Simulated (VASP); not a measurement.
## BP: vibrations by perturbation theory with PBE

BP:

```
B P
1.0
     0.00000    2.28925    2.28925
     2.28925    0.00000    2.28925
     2.28925    2.28925    0.00000
B P
1 1
Direct
  0.00000 0.00000 0.00000
  0.75000 0.75000 0.75000
```

This cell differs from its parent crystal: phonons at volume x 1.02.

| Item | Value |
| --- | --- |
| Program | VASP 6.6.1 |
| Task | vibrations by perturbation theory |
| Functional | PBE |
| Potentials or basis | VASP PAW PBE potentials, release 64 (B, P) |
| Cutoff | 520 eV |
| k mesh | 10 × 10 × 10 |
| Occupations | gaussian, width 0.01 eV |
| Spin | no spin polarisation |
| Dipole correction | no |
| Further INCAR settings | ALGO = Normal; EDIFF = 1e-08; IBRION = 8; NSW = 1 |

- Electronic dielectric tensor (diagonal): 9.29
- Born charges (mean of the diagonal): B -0.41; P +0.41 e
- Highest phonon frequency at Γ, LO-TO splitting left out: 783 cm⁻¹

Phonon frequencies in cm⁻¹ (negative: imaginary):
| q point | frequencies |
| --- | --- |
| (0.000, 0.000, 0.000) | 0 0 0 783 783 783 |

Electronic dielectric tensor:
```
9.29 0.00 0.00
0.00 9.29 0.00
0.00 0.00 9.29
```

Born effective charge tensors (e):
atom 1, B
```
-0.41  0.00  0.00
 0.00 -0.41  0.00
 0.00  0.00 -0.41
```
atom 2, P
```
0.41 0.00 0.00
0.00 0.41 0.00
0.00 0.00 0.41
```

It took 64 s on 1 thread of Intel(R) Xeon(R) 6975P-C (Granite Rapids), on a shared host, peak memory 0.21 GiB.

Caveat: the cell differs from its parent crystal (phonons at volume x 1.02); the cell wasn't relaxed at this level first, which shifts response properties.
